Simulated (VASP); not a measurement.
Runs of VASP 6.6.1 on Br. Symmetry: Cmce, No. 64, orthorhombic system. The conventional cell has a = 6.726 Å, b = 4.645 Å, c = 8.702 Å, α = 90.00°, β = 90.00°, γ = 90.00°. Within 3.0 Å of Br (site symmetry m) lie 1 Br at 2.29 Å. 

```tsv
task	level	cell	k mesh	cutoff (eV)	grid for exact exchange (PRECFOCK)	share of exact exchange	screening parameter	gap on the mesh (eV)	pressure (GPa)	relaxed volume (Å³/atom)	largest force (eV/Å)
relaxation of cell and atoms	BLYP+D3(BJ)	relaxed	7 × 7 × 3	600	-	-	-	1.23	0.0	30.41	-
single point	HSE06	as given	4 × 4 × 2	520	Normal	0.25	0.2079 1/Å	3.10	0.8	-	0.16
relaxation of cell and atoms	BLYP+D4	relaxed	7 × 7 × 3	600	-	-	-	1.23	0.0	(b)	-
single point	PBE-based screened hybrid with 50 % exact exchange	as given	4 × 4 × 2	520	Normal	0.5	0.20787 1/Å	(a)	-0.3	-	0.46
```

Alike in all rows: no spin polarisation.

Question: Fill in the values left out.

Answer: (a) 4.44; (b) 30.81.

Caveats: the PAW data sets were made with another functional, which shifts forces and pressure a little; this functional lacks dispersion, which holds the molecules together, so the pressure and a relaxed volume are unreliable (at least some runs).

A k mesh can miss the band edges, and the runs leave out spin-orbit coupling on Br.
